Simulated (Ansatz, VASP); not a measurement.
# Sr: VASP beside Ansatz

```xyz
1
Lattice="-2.3292 2.3292 2.3292 2.3292 -2.3292 2.3292 2.3292 2.3292 -2.3292" Properties=species:S:1:pos:R:3 pbc="T T T"
Sr    0.0000    0.0000    0.0000
```

Alike in both runs: functional PBEsol; k mesh 8 × 8 × 8; occupations gaussian, width 0.1 eV; no spin polarisation.

Ansatz relaxed the structure, and its values are those at the end. VASP's run is a single point on that final structure, the one shown.

```csv
,VASP,Ansatz
version,VASP 6.6.1,Ansatz 0.2.0
potentials or method,"VASP PAW PBE potentials, release 64 (Sr_sv), cutoff 500 eV","scalar-relativistic, plane waves, PAW"
valence electrons in the cell,10,10
```

```tsv
	VASP	Ansatz	Ansatz less VASP
gap on the k mesh at the Fermi level (eV)	none	none	-
pressure (GPa)	0.2	0.2	-0.01
```

VASP's potentials were made for PBE, not for PBEsol. A gap of «none» marks a metal or a gap that the smearing closes. The functional is the same, so the differences come from potentials, cutoffs and numerics.
